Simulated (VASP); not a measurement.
Runs of VASP 6.6.1 on SiC. The structure is that of space group F-43m (No. 216), or close to it. The cells are those of the table. 

| cell | gap on the mesh (eV) | pressure (GPa) |
| --- | --- | --- |
| a = 3.019, b = 3.019, c = 3.068 Å, angles 60.5, 60.5, 90.0°, 2 atoms | (c) | 6.5 |
| a = 3.065, b = 3.065, c = 3.078 Å, angles 60.1, 60.1, 90.0°, 2 atoms | (a) | 1.4 |
| a = 3.050, b = 3.050, c = 3.074 Å, angles 60.3, 60.3, 90.0°, 2 atoms | (b) | 3.1 |
| a = 3.065, b = 3.065, c = 3.077 Å, angles 60.1, 60.1, 90.0°, 2 atoms | 1.68 | 1.4 |
| a = 3.096, b = 3.096, c = 3.083 Å, angles 59.9, 59.9, 90.0°, 2 atoms | 1.64 | -1.7 |

Alike in all rows: task single point; level r2SCAN; potentials or basis VASP PAW PBE potentials, release 64 (Si, C); no spin polarisation; k mesh 10 × 10 × 10; cutoff (eV) 520; smearing gaussian 0.01 eV.

**Question.** Estimate the missing entries.

**Answer.** (a) 1.67; (b) 1.63; (c) 1.53.

Caveats: the PAW data sets were made with another functional, which shifts forces and pressure a little; the cell stands under pressure (at least some runs).

A k mesh can miss the band edges.
